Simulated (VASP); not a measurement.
Wanted: the native input for a VASP 6.6.1 run.

```
Task                   : electric field gradients
Functional             : r2SCAN
Potentials or basis    : VASP PAW PBE potentials, release 64 (Al, H)
Cutoff                 : 520 eV
k mesh                 : 5 × 4 × 5
Occupations            : fermi-dirac, width 0.01 eV
Spin                   : no spin polarisation
Dipole correction      : no
Further INCAR settings : LREAL = Auto; ALGO = Normal; EDIFF = 1e-08; NBANDS = 36
```

AlH3:

```xyz
24
Lattice="5.3791 0.0000 0.0000 0.0000 7.3404 0.0000 0.0000 0.0000 5.7477" Properties=species:S:1:pos:R:3 pbc="T T T"
Al    3.8311    6.7116    0.0000
Al    1.5480    0.6288    0.0000
Al    1.1416    4.2990    2.8738
Al    2.6896    0.0000    2.8738
Al    4.2375    3.0414    2.8738
Al    0.0000    3.6702    0.0000
H     1.5988    0.6168    1.7148
H     3.2178    1.0123    0.0000
H     1.7518    5.8789    2.8738
H     3.7803    6.7235    1.7148
H     0.9378    2.2087    0.0000
H     0.5282    2.6579    2.8738
H     1.0908    4.2870    1.1590
H     4.8509    4.6825    2.8738
H     3.6274    1.4615    2.8738
H     0.0000    0.0000    0.0000
H     2.1614    6.3281    0.0000
H     4.4413    5.1317    0.0000
H     4.2884    3.0534    1.1590
H     1.0908    4.2870    4.5887
H     3.7803    6.7235    4.0328
H     4.2884    3.0534    4.5887
H     1.5988    0.6168    4.0328
H     2.6896    3.6702    2.8738
```

These files were run (other wordings do the same):

POSCAR

```
AlH3
1.0
    5.3791188200      0.0000000000      0.0000000000
    0.0000000000      7.3403833200      0.0000000000
    0.0000000000      0.0000000000      5.7476738100
Al H
6 18
Direct
    0.7122223100      0.9143389000      0.0000000000
    0.2877776900      0.0856611000      0.0000000000
    0.2122223100      0.5856611000      0.5000000000
    0.5000000000      0.0000000000      0.5000000000
    0.7877776900      0.4143389000      0.5000000000
    0.0000000000      0.5000000000      0.0000000000
    0.2972226100      0.0840336000      0.2983515700
    0.5981936500      0.1379122400      0.0000000000
    0.3256605100      0.8008995400      0.5000000000
    0.7027773900      0.9159664000      0.2983515700
    0.1743394900      0.3008995400      0.0000000000
    0.0981936500      0.3620877600      0.5000000000
    0.2027773900      0.5840336000      0.2016484300
    0.9018063500      0.6379122400      0.5000000000
    0.6743394900      0.1991004600      0.5000000000
    0.0000000000      0.0000000000      0.0000000000
    0.4018063500      0.8620877600      0.0000000000
    0.8256605100      0.6991004600      0.0000000000
    0.7972226100      0.4159664000      0.2016484300
    0.2027773900      0.5840336000      0.7983515700
    0.7027773900      0.9159664000      0.7016484300
    0.7972226100      0.4159664000      0.7983515700
    0.2972226100      0.0840336000      0.7016484300
    0.5000000000      0.5000000000      0.5000000000
```

INCAR.step1

```
PREC = Accurate
ENCUT = 520
ISMEAR = -1
SIGMA = 0.01
LREAL = Auto
LASPH = True
NELM = 60
NBANDS = 36
GGA = PE
ALGO = Normal
EDIFF = 1E-4
LWAVE = True
LCHARG = False
```

INCAR.step2

```
PREC = Accurate
ENCUT = 520
EDIFF = 1E-8
ISMEAR = -1
SIGMA = 0.01
LREAL = Auto
LASPH = True
NELM = 60
ALGO = Normal
ISIF = 2
LWAVE = False
LCHARG = False
METAGGA = R2SCAN
LMIXTAU = True
LEFG = True
NBANDS = 36
ISTART = 1
```

KPOINTS

```
Automatic mesh
0
Gamma
  5 4 5
```

Potentials or basis: VASP PAW PBE potentials, release 64 (Al, H).

Run with:

```sh
$ cat potpaw_PBE.64/Al/POTCAR potpaw_PBE.64/H/POTCAR > POTCAR
$ cp INCAR.step1 INCAR
$ mpirun -np 1 vasp_std > vasp.out
$ cp INCAR.step2 INCAR
$ mpirun -np 1 vasp_std > vasp.out
```

Results of the run:

```
Pressure                                : -0.2 GPa
Largest force                           : 0.018 eV/Å
Band gap on the k mesh                  : 3.97 eV (least direct gap 4.12 eV)
Largest electric field gradient by atom : Al -8.8, +10.4 (each value once); H +12.4, -6.3, +15.2, +17.8 (each value once) V/Å²
```

Caveat: without QUAD_EFG the Cq values of the log hold for a quadrupole moment of 1 mb, not for the nuclei; the PAW data sets were made with another functional, which shifts forces and pressure a little.

Wall time 28 min on 1 thread of Intel(R) Xeon(R) Platinum 8259CL CPU @ 2.50GHz (Skylake/Cascade Lake) (shared host), peak memory 0.41 GiB.
